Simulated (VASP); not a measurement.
In3GaAs4, 8 atoms in the cell. Symmetry: I-42m, No. 121, tetragonal system. Conventional cell: a = 6.077 Å, b = 6.077 Å, c = 12.140 Å, α = 90.00°, β = 90.00°, γ = 90.00°. Within 3.3 Å of Ga (site symmetry -42m) lie 4 As at 2.51 Å. Within 3.3 Å of As (site symmetry m) lie 1 Ga at 2.51 Å and 3 In at 2.67 to 2.69 Å. In (site symmetry -4) has 4 As at 2.67 Å within 3.5 Å. In (site symmetry -42m) has 4 As at 2.69 Å within 3.5 Å. 

```yaml
Program: VASP 6.6.1
Task: single point
Functional: PBE
Potentials_or_basis: VASP PAW PBE potentials, release 64 (Ga_d, As, In_d)
Cutoff: 520 eV
k_mesh: 6 × 6 × 6
Occupations: fermi-dirac, width 0.02 eV
Spin: no spin polarisation
Dipole_correction: no
Further_INCAR_settings: ALGO = Normal; EDIFF = 1e-07; NBANDS = 46
```

Potentials or basis: VASP PAW PBE potentials, release 64 (Ga_d, As, In_d).

Run with:

```sh
$ cat potpaw_PBE.64/Ga_d/POTCAR potpaw_PBE.64/As/POTCAR potpaw_PBE.64/In_d/POTCAR > POTCAR
$ mpirun -np 1 vasp_std > vasp.out
```

Hardware: 1 thread of Intel(R) Xeon(R) Platinum 8488C (Sapphire Rapids), on a shared host.

Task: Estimate the wall time of this run.

Result: Run time: 8.5 min on 1 thread of Intel(R) Xeon(R) Platinum 8488C (Sapphire Rapids) (shared host), peak memory 0.6 GiB. Counts: scf iterations 17, k points 30.
